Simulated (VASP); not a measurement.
# Mg8HO8 (a cell with a defect) in VASP: a series of runs

Mg8HO8 (a cell with a defect) is run at these levels: PBE; tasks: single point.

Everything below comes from runs of VASP 6.6.1. Logs are shortened: lines on timing, memory, paths and dates and some standing lists are left out, and cuts for length are marked.

## 1. The cell of the first run

The cell holds a defect, 17 atoms: a = 5.511 Å, b = 5.511 Å, c = 5.511 Å, α = 60.00°, β = 60.00°, γ = 60.00°.

## 2. Single point, PBE

INCAR reads:

```
PREC     = Accurate       # precision mode
ENCUT    = 520            # plane-wave cutoff, eV
EDIFF    = 1E-7           # SCF threshold, eV
ISMEAR   = 0              # smearing method
SIGMA    = 0.02           # smearing width, eV
LREAL    = Auto         
LASPH    = T              # aspherical terms in the spheres
NELM     = 100            # most SCF steps
ALGO     = Normal         # electronic algorithm
ISIF     = 2              # what is computed and relaxed
LWAVE    = F              # write WAVECAR
LCHARG   = T              # write CHGCAR
GGA      = PE             # functional
LELF     = T              # ELF
LVHAR    = T            
NBANDS   = 46             # bands
NELECT   = 64.0
```

KPOINTS reads:

```
regular mesh
0
Gamma
  3 3 3
```

POSCAR reads:

```
Mg8HO8
1.0
    0.0000000000      3.8970000000      3.8970000000
    3.8970000000      0.0000000000      3.8970000000
    3.8970000000      3.8970000000      0.0000000000
Mg O H
8 8 1
Direct
   -0.0024339235      0.0030808314     -0.0008999230
   -0.0027517321      0.0026075186      0.4998777265
   -0.0049444444      0.5115823711     -0.0041818065
    0.0009585579      0.5008035668      0.4982939441
    0.5007155504      0.0005908391     -0.0015289967
    0.4896946369     -0.0020474724      0.5052204260
    0.4910880164      0.5173551450     -0.0315645368
    0.4914173723      0.5187532717      0.5228035668
    0.2489611239      0.2547899666      0.2443562997
    0.2496561458      0.2554205799      0.7493348730
    0.2597644342      0.7400923788      0.2498406467
    0.2337406980      0.7654412368      0.7503042084
    0.7376988709      0.2617758532      0.2500653066
    0.7505824994      0.2513243521      0.7487580190
    0.7474171157      0.7547401848      0.2517209392
    0.7470737747      0.7542154221      0.7448874775
    0.5260229664      0.3857992045      0.2957424942
```

Potentials or basis: VASP PAW PBE potentials, release 64 (Mg, O, H).

Launch:

```console
> cat potpaw_PBE.64/Mg/POTCAR potpaw_PBE.64/O/POTCAR potpaw_PBE.64/H/POTCAR > POTCAR
> mpirun -np 1 vasp_std > vasp.out
```

OUTCAR:

```text
PREC = Accurate
   ENCUT = 520
   EDIFF = 1E-7
   ISMEAR = 0
   LREAL = Auto
   LASPH = T
   NELM = 100
   ISIF = 2
   GGA = PE
   NELECT = 64.0

 ion  position               nearest neighbor table
   1  0.998  0.003  0.999-  12 1.90  14 1.94  15 1.94  10 1.97  13 1.99  11 2.00   7 2.70   6 2.72
                             3 2.72   5 2.75   4 2.75   2 2.75   2 2.76   4 2.76   5 2.76   3 2.79
   2  0.997  0.003  0.500-  12 1.90  14 1.94  16 1.94   9 1.96  13 1.99  11 2.00   8 2.70   6 2.72
                             3 2.72   5 2.74   4 2.75   1 2.75   1 2.76   4 2.76   5 2.77   3 2.79
   3  0.995  0.512  0.996-  12 1.92  16 1.94  15 1.95   9 1.96  10 1.96  13 1.98   8 2.67   7 2.68
                             5 2.71   2 2.72   1 2.72   4 2.76   4 2.76   1 2.79   2 2.79   5 2.80
   4  0.001  0.501  0.498-  11 1.94  10 1.95  14 1.95   9 1.95  16 1.95  15 1.95   8 2.70   7 2.71
                             6 2.73   2 2.75   1 2.75   3 2.76   3 2.76   1 2.76   2 2.76   6 2.78
   5  0.501  0.001  0.998-  15 1.95  16 1.95   9 1.95  10 1.95  14 1.95  11 1.95   3 2.71   2 2.74
                             7 2.74   8 2.74   1 2.75   6 2.76   6 2.76   1 2.76   2 2.77   7 2.78
   6  0.490  0.998  0.505-  12 1.90  17 1.92  15 1.94  16 1.94   9 1.96  10 1.96  13 2.00   8 2.59
                             7 2.60   2 2.72   1 2.72   4 2.73   5 2.76   5 2.76   4 2.78   1 2.79
   7  0.491  0.517  0.968-  17 1.65  12 1.86  14 1.90  16 1.93   9 1.97  11 1.97  13 2.06   8 2.45
                             6 2.60   3 2.68   1 2.70   4 2.71   5 2.74   5 2.78   4 2.81   1 2.82
   8  0.491  0.519  0.523-  17 1.64  12 1.85  14 1.90  15 1.92  10 1.97  11 1.98  13 2.07   7 2.45
                             6 2.59   3 2.67   4 2.70   2 2.70   5 2.74   5 2.78   2 2.82   4 2.82
   9  0.249  0.255  0.244-   4 1.95   5 1.95   6 1.96   3 1.96   2 1.96   7 1.97
  10  0.250  0.255  0.749-   4 1.95   5 1.95   6 1.96   3 1.96   1 1.97   8 1.97
  11  0.260  0.740  0.250-   4 1.94   5 1.95   7 1.97   8 1.98   2 2.00   1 2.00
  12  0.234  0.765  0.750-   8 1.85   7 1.86   1 1.90   2 1.90   6 1.90   3 1.92
  13  0.738  0.262  0.250-  17 0.99   3 1.98   2 1.99   1 1.99   6 2.00   7 2.06   8 2.07
  14  0.751  0.251  0.749-   8 1.90   7 1.90   1 1.94   2 1.94   4 1.95   5 1.95
  15  0.747  0.755  0.252-   8 1.92   6 1.94   1 1.94   3 1.95   5 1.95   4 1.95
  16  0.747  0.754  0.745-   7 1.93   6 1.94   2 1.94   3 1.94   5 1.95   4 1.95
  17  0.526  0.386  0.296-  13 0.99   8 1.64   7 1.65   6 1.92

  LATTYP: Found a face centered cubic cell.
 ALAT       =     7.7940000000

  Lattice vectors:

 A1 = (   0.0000000000,   3.8970000000,   3.8970000000)
 A2 = (   3.8970000000,   0.0000000000,   3.8970000000)
 A3 = (   3.8970000000,   3.8970000000,   0.0000000000)

Analysis of symmetry for initial positions (statically):
=====================================================================
 Subroutine PRICEL returns:
 Original cell was already a primitive cell.

 Routine SETGRP: Setting up the symmetry group for a
 face centered cubic supercell.

 Subroutine GETGRP returns: Found  1 space group operations
 (whereof  1 operations were pure point group operations)
 out of a pool of 48 trial point group operations.

The static configuration has the point symmetry C_1 .

Analysis of symmetry for dynamics (positions and initial velocities):
=====================================================================
 Subroutine PRICEL returns:
 Original cell was already a primitive cell.

 Routine SETGRP: Setting up the symmetry group for a
 face centered cubic supercell.

 Subroutine GETGRP returns: Found  1 space group operations
 (whereof  1 operations were pure point group operations)
 out of a pool of 48 trial point group operations.

The dynamic configuration has the point symmetry C_1 .

 Subroutine INISYM returns: Found  1 space group operations
 (whereof  1 operations are pure point group operations),
 and found     1 'primitive' translations

----------------------------------------------------------------------------------------

                                     Primitive cell

  volume of cell :     118.3644

  direct lattice vectors                    reciprocal lattice vectors
     0.000000000  3.897000000  3.897000000    -0.128303823  0.128303823  0.128303823
     3.897000000  0.000000000  3.897000000     0.128303823 -0.128303823  0.128303823
     3.897000000  3.897000000  0.000000000     0.128303823  0.128303823 -0.128303823

  length of vectors
     5.511190253  5.511190253  5.511190253     0.222228741  0.222228741  0.222228741

  position of ions in fractional coordinates (direct lattice)
     0.997566077  0.003080831  0.999100077
     0.997248268  0.002607519  0.499877727
     0.995055556  0.511582371  0.995818194
[... 54 lines left out ...]
     0.000000000  0.000000000  0.000000000

 Subroutine IBZKPT returns following result:
 ===========================================

 Found     14 irreducible k-points:

 Following reciprocal coordinates:
            Coordinates               Weight
  0.000000  0.000000  0.000000      1.000000
  0.333333  0.000000  0.000000      2.000000
  0.000000  0.333333  0.000000      2.000000
  0.000000  0.000000  0.333333      2.000000
  0.333333  0.333333  0.333333      2.000000
  0.333333  0.333333  0.000000      2.000000
  0.000000  0.333333  0.333333      2.000000
  0.333333  0.000000  0.333333      2.000000
 -0.333333  0.333333  0.000000      2.000000
  0.000000 -0.333333  0.333333      2.000000
  0.333333  0.000000 -0.333333      2.000000
  0.333333  0.333333 -0.333333      2.000000
 -0.333333  0.333333 -0.333333      2.000000
  0.333333 -0.333333 -0.333333      2.000000
   k-points           NKPTS =     14   k-points in BZ     NKDIM =     14   number of bands    NBANDS=     46
   number of dos      NEDOS =    301   number of ions     NIONS =     17
   total plane-waves  NPLWV =  74088
   dimension x,y,z NGX =    42 NGY =   42 NGZ =   42
   dimension x,y,z NGXF=    84 NGYF=   84 NGZF=   84
   ions per type =               8   8   1
   NGX,Y,Z   is equivalent  to a cutoff of  12.67, 12.67, 12.67 a.u.
   NGXF,Y,Z  is equivalent  to a cutoff of  25.34, 25.34, 25.34 a.u.
 SYSTEM =  unknown system
   PREC   = accura    normal or accurate (medium, high low for compatibility)
   ISTART =      0    job   : 0-new  1-cont  2-samecut
   ICHARG =      2    charge: 1-file 2-atom 10-const
   ISPIN  =      1    spin polarized calculation?
   LNONCOLLINEAR =      F non collinear calculations
   LSORBIT =      F    spin-orbit coupling
   LASPH  =      T    aspherical Exc in radial PAW
   ENCUT  =  520.0 eV  38.22 Ry    6.18 a.u.  10.25 10.25 10.25*2*pi/ulx,y,z
   NELM   =    100;   NELMIN=  2; NELMDL= -5     # of ELM steps
   EDIFF  = 0.1E-06   stopping-criterion for ELM
   LREAL  =      T    real-space projection
   EDIFFG = 0.1E-05   stopping-criterion for IOM
   NSW    =      0    number of steps for IOM
   IBRION =     -1    ionic relax: 0-MD 1-quasi-New 2-CG
   NFREE  =      0    steps in history (QN), initial steepest desc. (CG)
   ISIF   =      2    stress and relaxation
   ISYM   =      2    0-nonsym 1-usesym 2-fastsym
   POTIM  = 0.5000    time-step for ionic-motion
   TEBEG  =    0.0;   TEEND  =   0.0 temperature during run
   PSTRESS=    0.0 pullay stress
   NELECT =      64.0000    total number of electrons
   NUPDOWN=      -1.0000    fix difference up-down
   EMIN   =  10.00;   EMAX   =-10.00  energy-range for DOS
   EFERMI =   0.00;   METHOD = LEGACY
   ISMEAR =     0;   SIGMA  =   0.02  broadening in eV -4-tet -1-fermi 0-gaus
   EFERMI_NEDOS =   21; number of points for ismear=-14 and -15
   IALGO  =     38    algorithm
   IMIX   =      4    mixing-type and parameters
     AMIX     =   0.40;   BMIX     =  1.00
     AMIX_MAG =   1.60;   BMIX_MAG =  1.00
  volume/ion in A,a.u.               =       6.96        46.99
  Fermi-wavevector in a.u.,A,eV,Ry     =   1.333709  2.520345 24.201767  1.778780
  Thomas-Fermi vector in A             =   2.462546
   LORBIT       =      0    0 simple, 1 ext, 2 COOP (PROOUT), +10 PAW based schemes
   GGA     = PE    functional components
   LHFCALC =     F    Hartree Fock is set to
   AEXX    =    0.0000 exact exchange contribution
   IVDW    =     0    specifies the selected vdW correction
   LEPSILON=     F    determine dielectric tensor
   LRPA    =     F    only Hartree local field effects (RPA)
 non-spin polarized calculation
 Gauss-broadening in eV      SIGMA  =   0.02
  energy-cutoff  :      520.00
  volume of cell :      118.36
 maximum number of plane-waves:      3198
 NGX is ok and might be reduce to    42
   NGX = 21   NGY = 21   NGZ = 21

 number of electron      64.0000000 magnetization

 Free energy of the ion-electron system (eV)
  ---------------------------------------------------
  ext. energy  EPLUGINS =         0.00000000
  ---------------------------------------------------
  free energy    TOTEN  =       -97.26776913 eV

  energy without entropy =      -97.26776913  energy(sigma->0) =      -97.26776913

 E-fermi :   5.5031     XC(G=0): -12.2229

 val. band max:        5.3152653698   @ k =   0.0000   0.0000   0.0000
 cond. band min:      11.3143161229   @ k =   0.0000   0.0000   0.0000
 fundamental gap:      5.9990507531
 Fermi energy:         5.5031295064

 k-point     1 :       0.0000    0.0000    0.0000
  band No.  band energies     occupation
      1     -15.5742      2.00000
      2     -12.7508      2.00000
      3     -11.3700      2.00000
      4     -11.2802      2.00000
      5     -11.0847      2.00000
      6     -11.0708      2.00000
[... 647 lines left out ...]
     43      18.0470      0.00000
     44      18.1381      0.00000
 [bands above 44 left out]

------------------------ aborting loop because EDIFF is reached ----------------------------------------

  FORCE on cell =-STRESS in cart. coord.  units (eV):
  Direction    XX          YY          ZZ          XY          YZ          ZX
  --------------------------------------------------------------------------------------
  -------------------------------------------------------------------------------------
  Total       46.3332160     46.1263281     43.1532948      4.3898259     -0.9879369      1.0851218
  in kB      627.1650012    624.3645730    584.1216853     59.4205495    -13.3726836     14.6881760
  external PRESSURE =     611.8837531 kB  Pullay stress =       0.0000000 kB

 VOLUME and BASIS-vectors are now :
 -----------------------------------------------------------------------------
  energy-cutoff  :      520.00
  volume of cell :      118.36
      direct lattice vectors                 reciprocal lattice vectors
     0.000000000  3.897000000  3.897000000    -0.128303823  0.128303823  0.128303823
     3.897000000  0.000000000  3.897000000     0.128303823 -0.128303823  0.128303823
     3.897000000  3.897000000  0.000000000     0.128303823  0.128303823 -0.128303823

 POSITION                                       TOTAL-FORCE (eV/Angst)
 -----------------------------------------------------------------------------------
      3.90550      7.78101      3.89952        -0.014111     -0.010773      0.019199
      1.95819      5.83430      3.89644         0.021282      0.013159      0.024795
      5.87434      7.75844      5.87137         0.010730      0.003907      0.016888
      3.89348      1.94559      1.95537         0.020977     -0.006826      0.012132
      3.89334      5.84233      1.95359         0.004442      0.003471      0.028286
      5.85787      3.87718      5.79736        -0.013886      0.051708     -0.049511
[... 9 lines left out ...]
      5.84200      5.81417      5.85052         0.017168      0.011448      0.032135
      2.65597      3.20242      3.55337        -0.046943     -0.073904     -0.412481
 -----------------------------------------------------------------------------------
    total drift:                               -0.007868      0.004890     -0.006893

  FREE ENERGIE OF THE ION-ELECTRON SYSTEM (eV)
  ---------------------------------------------------
  free  energy   TOTEN  =       -97.2677691344 eV

  energy  without entropy=      -97.2677691344  energy(sigma->0) =      -97.26776913
```

Run time: 3.2 min. Hardware: 1 thread of Intel Xeon Platinum 8259CL at 2.50GHz (Skylake/Cascade Lake), shared host; peak memory 0.28 GiB.

Results:

```yaml
Free_energy: -97.2678 eV
Largest_force: 0.422 eV/Å
```

Forces on the atoms (eV/Å):
```
Mg  -0.014 -0.011  0.019
Mg   0.021  0.013  0.025
Mg   0.011  0.004  0.017
Mg   0.021 -0.007  0.012
Mg   0.004  0.003  0.028
Mg  -0.014  0.052 -0.050
Mg   0.021 -0.029  0.075
Mg   0.002 -0.018  0.044
O    0.022  0.024  0.040
O   -0.005  0.002  0.018
O    0.028 -0.029  0.038
O    0.015 -0.006  0.009
O   -0.078  0.072  0.042
O    0.001 -0.011  0.045
O   -0.005  0.003  0.018
O    0.017  0.011  0.032
H   -0.047 -0.074 -0.412
```

Caveat: the k points lie up to 0.47 Å⁻¹ apart; the cell carries a net charge on a neutralising background, which shifts energy and pressure; the cell is charged against a uniform background, so pressure and absolute levels hang on convention.

(Part 1 of 2 ends here.)
